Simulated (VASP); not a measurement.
Runs of VASP 6.6.1 on NaH. The structure is that of space group F-43m (No. 216), or close to it. The cells are those of the table. 

| level | cell | k mesh | smearing | grid for exact exchange (PRECFOCK) | screening parameter | gap on the mesh (eV) | pressure (GPa) |
| --- | --- | --- | --- | --- | --- | --- | --- |
| r2SCAN | a = 3.736 Å, angles 58.9°, 2 atoms | 8 × 8 × 8 | gaussian 0.01 eV | - | - | 3.91 | -0.6 |
| PBE | a = 3.736 Å, angles 58.9°, 2 atoms | 8 × 8 × 8 | fermi-dirac 0.02 eV | - | - | 3.47 | -0.2 |
| HSE06 | a = 3.482 Å, angles 60.0°, 2 atoms | 6 × 6 × 6 | gaussian 0.01 eV | Normal | 0.2079 1/Å | 4.80 | (a) |
| PBE | a = 3.482 Å, angles 60.0°, 2 atoms | 8 × 8 × 8 | fermi-dirac 0.02 eV | - | - | (c) | 4.1 |
| r2SCAN | a = 3.482 Å, angles 60.0°, 2 atoms | 8 × 8 × 8 | gaussian 0.01 eV | - | - | 4.19 | (b) |
| HSE06 | a = 3.673, b = 3.778, c = 3.778 Å, angles 58.2, 60.9, 60.9°, 2 atoms | 6 × 6 × 6 | gaussian 0.01 eV | Normal | 0.2079 1/Å | 4.51 | (d) |

Alike in all rows: task single point; potentials or basis VASP PAW PBE potentials, release 64 (Na_pv, H); no spin polarisation; cutoff (eV) 520.

Task: Estimate the missing entries.

Result: (a) 4.0; (b) 3.7; (c) 3.73; (d) -0.9.

Caveats: the PAW data sets were made with another functional, which shifts forces and pressure a little (some runs).

A k mesh can miss the band edges.
